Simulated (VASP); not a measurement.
Here is a VASP 6.6.1 calculation.

Contents of INCAR:

```
PREC = Accurate
ENCUT = 520
EDIFF = 1E-7
ISMEAR = 0
SIGMA = 0.05
LREAL = False
LASPH = True
NELM = 60
ALGO = Normal
ISIF = 2
LWAVE = False
LCHARG = False
GGA = PS
NBANDS = 21
```

File KPOINTS:

```
regular mesh
0
Gamma
  8 8 8
```

POSCAR

```
PbF2
1.0
   -0.0742462500      2.9698500000      2.9698500000
    2.8956037500      0.0000000000      2.8956037500
    2.9698500000      2.9698500000     -0.0742462500
Pb F
1 2
Direct
    0.0000000000      0.0000000000      0.0000000000
    0.2500000000      0.2500000000      0.2500000000
    0.7500000000      0.7500000000      0.7500000000
```

Potentials or basis: VASP PAW PBE potentials, release 64 (Pb_d, F).

Launch:

```sh
$ cat potpaw_PBE.64/Pb_d/POTCAR potpaw_PBE.64/F/POTCAR > POTCAR
$ mpirun -np 1 vasp_std > vasp.out
```

Problem. What does it give for the pressure?

Solution. -1.5 GPa.

Problem. Predict the band gap on the k mesh.

Solution. 4.27 eV (least direct gap 4.44 eV).

Stress tensor (GPa, compression positive):
```
-1.51  0.00  1.49
 0.00 -1.49  0.00
 1.49  0.00 -1.51
```

Caveat: the cell differs from its parent crystal (strain -0.0500 x Voigt [0, 0, 0, 0, 1, 0]); the PAW data sets were made with another functional, which shifts forces and pressure a little; spin-orbit coupling is left out, which moves the levels of the heavy elements. A k mesh can miss the band edges.
